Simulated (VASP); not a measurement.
# Ir (P6/mmm) in VASP: further runs

Runs on Ir. Level: PBE. Tasks: single point, relaxation of cell and atoms.

Everything below comes from runs of VASP 6.6.1. Logs are shortened: lines on timing, memory, paths and dates and some standing lists are left out, and cuts for length are marked.

### Step 1. The cell of the first run

It takes space group P6/mmm (No. 191, hexagonal). Conventional cell: a = 2.452 Å, b = 2.452 Å, c = 2.352 Å, α = 90.00°, β = 90.00°, γ = 120.00°. Within 3.1 Å of Ir (site symmetry 6/mmm) lie 8 Ir at 2.35 to 2.45 Å.

### Step 2. Single point, PBE

The input, INCAR:

```
SYSTEM = Ir
  ALGO = Normal
  EDIFF = 1E-6
  ENCUT = 520
  GGA = PE
  ISIF = 2
  ISMEAR = -1
  LASPH = .True.
  LCHARG = .False.
  LREAL = .False.
  LWAVE = .False.
  NBANDS = 10
  NELM = 60
  PREC = Accurate
  SIGMA = 0.08
```

The input, KPOINTS:

```
k-points
0
Gamma
  18 18 17
  0 0 0
```

The input, POSCAR:

```
Ir
1.0
    2.4517784638      0.0000000000      0.0000000000
   -1.2258892319      2.1233024341      0.0000000000
    0.0000000000      0.0000000000      2.3519515939
Ir
1
Direct
    0.0000000000      0.0000000000      0.0000000000
```

Potentials or basis: VASP PAW PBE potentials, release 64 (Ir).

Launch:

```console
> cat potpaw_PBE.64/Ir/POTCAR > POTCAR
> mpirun -np 1 vasp_std > vasp.out
```

OUTCAR:

```text
SYSTEM = Ir
   EDIFF = 1E-6
   ENCUT = 520
   GGA = PE
   ISIF = 2
   ISMEAR = -1
   LASPH = .True.
   LREAL = .False.
   NELM = 60
   PREC = Accurate

 ion  position               nearest neighbor table
   1  0.000  0.000  0.000-

  LATTYP: Found a hexagonal cell.
 ALAT       =     2.4517784638
 C/A-ratio  =     0.9592838948

  Lattice vectors:

 A1 = (   2.4517784638,   0.0000000000,   0.0000000000)
 A2 = (  -1.2258892319,   2.1233024341,   0.0000000000)
 A3 = (   0.0000000000,   0.0000000000,   2.3519515939)

Analysis of symmetry for initial positions (statically):
=====================================================================
 Subroutine PRICEL returns:
 Original cell was already a primitive cell.

 Routine SETGRP: Setting up the symmetry group for a
 hexagonal supercell.

 Subroutine GETGRP returns: Found 24 space group operations
 (whereof 24 operations were pure point group operations)
 out of a pool of 24 trial point group operations.

The static configuration has the point symmetry D_6h.

Analysis of symmetry for dynamics (positions and initial velocities):
=====================================================================
 Subroutine PRICEL returns:
 Original cell was already a primitive cell.

 Routine SETGRP: Setting up the symmetry group for a
 hexagonal supercell.

 Subroutine GETGRP returns: Found 24 space group operations
 (whereof 24 operations were pure point group operations)
 out of a pool of 24 trial point group operations.

The dynamic configuration has the point symmetry D_6h.

 Subroutine INISYM returns: Found 24 space group operations
 (whereof 24 operations are pure point group operations),
 and found     1 'primitive' translations

----------------------------------------------------------------------------------------

                                     Primitive cell

  volume of cell :      12.2439

  direct lattice vectors                    reciprocal lattice vectors
     2.451778464  0.000000000  0.000000000     0.407867193  0.235482234  0.000000000
    -1.225889232  2.123302434  0.000000000     0.000000000  0.470964467  0.000000000
     0.000000000  0.000000000  2.351951594     0.000000000  0.000000000  0.425178819

  length of vectors
     2.451778464  2.451778464  2.351951594     0.470964467  0.470964467  0.425178819

  position of ions in fractional coordinates (direct lattice)
[... 79 lines left out ...]
   EDIFFG = 0.1E-04   stopping-criterion for IOM
   NSW    =      0    number of steps for IOM
   IBRION =     -1    ionic relax: 0-MD 1-quasi-New 2-CG
   NFREE  =      0    steps in history (QN), initial steepest desc. (CG)
   ISIF   =      2    stress and relaxation
   ISYM   =      2    0-nonsym 1-usesym 2-fastsym
   POTIM  = 0.5000    time-step for ionic-motion
   TEBEG  =    0.0;   TEEND  =   0.0 temperature during run
   PSTRESS=    0.0 pullay stress
   NELECT =       9.0000    total number of electrons
   NUPDOWN=      -1.0000    fix difference up-down
   EMIN   =  10.00;   EMAX   =-10.00  energy-range for DOS
   EFERMI =   0.00;   METHOD = LEGACY
   ISMEAR =    -1;   SIGMA  =   0.08  broadening in eV -4-tet -1-fermi 0-gaus
   EFERMI_NEDOS =   21; number of points for ismear=-14 and -15
   IALGO  =     38    algorithm
   IMIX   =      4    mixing-type and parameters
     AMIX     =   0.40;   BMIX     =  1.00
     AMIX_MAG =   1.60;   BMIX_MAG =  1.00
  volume/ion in A,a.u.               =      12.24        82.63
  Fermi-wavevector in a.u.,A,eV,Ry     =   1.477458  2.791991 29.699920  2.182883
  Thomas-Fermi vector in A             =   2.591860
   LORBIT       =      0    0 simple, 1 ext, 2 COOP (PROOUT), +10 PAW based schemes
   GGA     = PE    functional components
   LHFCALC =     F    Hartree Fock is set to
   AEXX    =    0.0000 exact exchange contribution
   IVDW    =     0    specifies the selected vdW correction
   LEPSILON=     F    determine dielectric tensor
   LRPA    =     F    only Hartree local field effects (RPA)
 non-spin polarized calculation
  energy-cutoff  :      520.00
  volume of cell :       12.24
 maximum number of plane-waves:       345
   NGX =  9   NGY =  9   NGZ =  9

 number of electron       8.9999999 magnetization

 Free energy of the ion-electron system (eV)
  ---------------------------------------------------
  ext. energy  EPLUGINS =         0.00000000
  ---------------------------------------------------
  free energy    TOTEN  =        -7.06052370 eV

  energy without entropy =       -7.04668214  energy(sigma->0) =       -7.05360292

 E-fermi :  12.7547     XC(G=0): -14.7572

 val. band max:       12.7542129746   @ k =   0.0556   0.0556   0.4118
 cond. band min:      12.7599077114   @ k =   0.0556   0.0000   0.2353
 fundamental gap:      0.0056947368
 Fermi energy:        12.7547339354

 k-point     1 :       0.0000    0.0000    0.0000
  band No.  band energies     occupation
      1       0.5065      2.00000
      2       3.9498      2.00000
      3       8.2990      2.00000
      4       8.2990      2.00000
      5      15.0096      0.00000
      6      15.0096      0.00000
      7      27.6076      0.00000
      8      29.6254      0.00000
      9      37.3521      0.00000
     10      37.3521      0.00000
[... 287 lines left out ...]
 k-point    24 :       0.3889    0.1111    0.0000
  band No.  band energies     occupation
      1       3.8024      2.00000
      2       5.4601      2.00000
      3      10.4294      2.00000
      4      10.6743      2.00000
      5      13.6208      0.00004
      6      16.5181      0.00000
      7      22.4091      0.00000
      8      26.7571      0.00000
      9      32.7428      0.00000
     10      38.4498      0.00000

 [... further k-points ...]

------------------------ aborting loop because EDIFF is reached ----------------------------------------

  FORCE on cell =-STRESS in cart. coord.  units (eV):
  Direction    XX          YY          ZZ          XY          YZ          ZX
  --------------------------------------------------------------------------------------
  -------------------------------------------------------------------------------------
  Total       10.8476043     10.8476043     10.7465555     -0.0000000      0.0000000      0.0000000
  in kB     1419.4593333   1419.4593333   1406.2366270     -0.0000000      0.0000000      0.0000000
  external PRESSURE =    1415.0517645 kB  Pullay stress =       0.0000000 kB

 VOLUME and BASIS-vectors are now :
 -----------------------------------------------------------------------------
  energy-cutoff  :      520.00
  volume of cell :       12.24
      direct lattice vectors                 reciprocal lattice vectors
     2.451778464  0.000000000  0.000000000     0.407867193  0.235482234  0.000000000
    -1.225889232  2.123302434  0.000000000     0.000000000  0.470964467  0.000000000
     0.000000000  0.000000000  2.351951594     0.000000000  0.000000000  0.425178819

 POSITION                                       TOTAL-FORCE (eV/Angst)
 -----------------------------------------------------------------------------------
      0.00000      0.00000      0.00000        -0.000000      0.000000      0.000000
 -----------------------------------------------------------------------------------
    total drift:                                0.000000      0.000000      0.000000

  FREE ENERGIE OF THE ION-ELECTRON SYSTEM (eV)
  ---------------------------------------------------
  free  energy   TOTEN  =        -7.0605236955 eV

  energy  without entropy=       -7.0466821399  energy(sigma->0) =       -7.05360292
```

stdout:

```text
POSCAR found type information on POSCAR Ir
 POSCAR found :  1 types and       1 ions
 scaLAPACK will be used
 LDA part: xc-table for (Slater+PW92), standard interpolation
 POSCAR, INCAR and KPOINTS ok, starting setup
 FFT: planning ... GRIDC
 FFT: planning ... GRID_SOFT
 FFT: planning ... GRID
 WAVECAR not read
 entering main loop
```

Run time: 47 s. Hardware: 1 thread of Intel Xeon 8259CL, shared host; peak memory 0.15 GiB.

Results:

```
Free energy : -7.0605 eV
Pressure    : 141.5 GPa
```

Caveat: spin-orbit coupling is left out, which moves the levels of the heavy elements.

### Step 3. Single point, PBE

The input, INCAR:

```
SYSTEM = Ir
PREC = Accurate ; ENCUT = 520
EDIFF = 1E-6 ; ISMEAR = -1
SIGMA = 0.08 ; LREAL = .FALSE.
LASPH = .TRUE. ; NELM = 100
ALGO = Normal ; ISIF = 2
LWAVE = .FALSE. ; LCHARG = .TRUE.
GGA = PE ; LELF = .TRUE.
LVHAR = .TRUE. ; NBANDS = 10
```

The input, KPOINTS:

```
regular mesh
0
G
  18 18 17
  0 0 0
```

The input, POSCAR:

```
Ir
1.0
    2.4515131301      0.0000000000      0.0000000000
   -1.2257565650      2.1230726484      0.0000000000
    0.0000000000      0.0000000000      2.3518125274
Ir
1
Direct
    0.0000000000      0.0000000000      0.0000000000
```

Potentials or basis: VASP PAW PBE potentials, release 64 (Ir).

Launch:

```console
> cat potpaw_PBE.64/Ir/POTCAR > POTCAR
> mpirun -np 1 vasp_std > vasp.out
```

It took 55 s on 1 thread of Intel Xeon 8259CL, shared host; peak memory 0.16 GiB.

The run converged. Its results:

| Property | Result |
| --- | --- |
| Free energy | -7.0575 eV |
| Pressure | 141.8 GPa |

Stress tensor (GPa, compression positive):
```
142.22   0.00   0.00
  0.00 142.22   0.00
  0.00   0.00 140.81
```

Levels at points of the mesh, in eV from the Fermi level:
```
           k point  band 1  band 2  band 3  band 4  band 5  band 6  band 7  band 8
(0.00, 0.00, 0.00)  -12.25   -8.81   -4.46   -4.46    2.26    2.26   14.85   16.87
(0.50, 0.00, 0.00)   -9.67   -7.29   -2.32   -0.69    1.25    2.93    9.75   15.21
```

Caveat: spin-orbit coupling is left out, which moves the levels of the heavy elements.

### Step 4. Relaxation of cell and atoms, PBE, target pressure 140 GPa, at which the enthalpy is minimised

This run uses another cell than the first one, of 11.87 Å³/atom, 0.969 times its volume.

The input, INCAR:

```
ALGO = Normal ; EDIFF = 1E-6
EDIFFG = -0.005 ; ENCUT = 600
GGA = PE ; IBRION = 2
ISIF = 3 ; ISMEAR = -1
LASPH = T ; LCHARG = F
LREAL = F ; LWAVE = F
NELM = 80 ; NSW = 60
PREC = Accurate ; PSTRESS = 1400.0
SIGMA = 0.08
```

The input, KPOINTS:

```
k-points
0
Gamma
  18 18 17
```

The input, POSCAR:

```
Ir
1.0
    2.4427730476      0.0000000000      0.0000000000
   -1.2213865238      2.1155035149      0.0000000000
    0.0000000000      0.0000000000      2.2962066648
Ir
1
Direct
    0.0000000000      0.0000000000      0.0000000000
```

Launch:

```console
> cat potpaw_PBE.64/Ir/POTCAR > POTCAR
> mpirun -np 1 vasp_std > vasp.out
```

Run time: 2.4 min. Hardware: 1 thread of Intel Xeon 6975P-C, shared host; peak memory 0.17 GiB.

The run converged. Its results:

* Free energy: -7.0795 eV
* Relaxed volume: 12.27 Å³/atom
* Relaxed cell: a = 2.454 Å, b = 2.454 Å, c = 2.352 Å, α = 90.00°, β = 90.00°, γ = 120.00°
* Space group after relaxing (to 0.05 Å): P6/mmm (No. 191)
* Energy change on relaxing (the enthalpy is what falls): -399.7 meV/atom
* Ionic steps: 13
* Pressure after relaxing: 140.0 GPa

Step by step:
```
step  energy change (eV)  largest force (eV/Å)  pressure (GPa)  volume (Å³)
   1              0.0000                0.0000          170.35        11.87
   2             -1.5799                0.0000            0.30        16.11
   3             -0.5020                0.0000          131.19        12.39
   4             -0.4286                0.0000          137.10        12.30
   5             -0.4210                0.0000          137.72        12.29
   6             -0.2251                0.0000          154.03        12.11
   7             -0.3933                0.0000          140.51        12.26
   8             -0.3927                0.0000          140.55        12.26
   9             -0.4350                0.0000          137.16        12.31
  10             -0.3992                0.0000          140.02        12.26
  11             -0.3991                0.0000          140.05        12.26
  12             -0.4013                0.0000          139.86        12.27
  13             -0.3997                0.0000          140.01        12.27
```

Final structure:
```
Ir
1.0
     2.45387    0.00000    0.00000
    -1.22693    2.12511    0.00000
     0.00000    0.00000    2.35209
Ir
1
Cartesian
  0.0000 0.0000 0.0000
```

Levels at points of the mesh, in eV from the Fermi level:
```tsv
k point	band 1	band 2	band 3	band 4	band 5	band 6	band 7	band 8
(0.00, 0.00, 0.00)	-12.23	-8.79	-4.44	-4.44	2.25	2.25	14.85	16.88
(0.50, 0.00, 0.00)	-9.65	-7.28	-2.30	-0.69	1.25	2.91	9.71	15.18
```

Caveat: the cell is relaxed towards a set pressure, so the enthalpy falls and the energy may rise; spin-orbit coupling is left out, which moves the levels of the heavy elements.
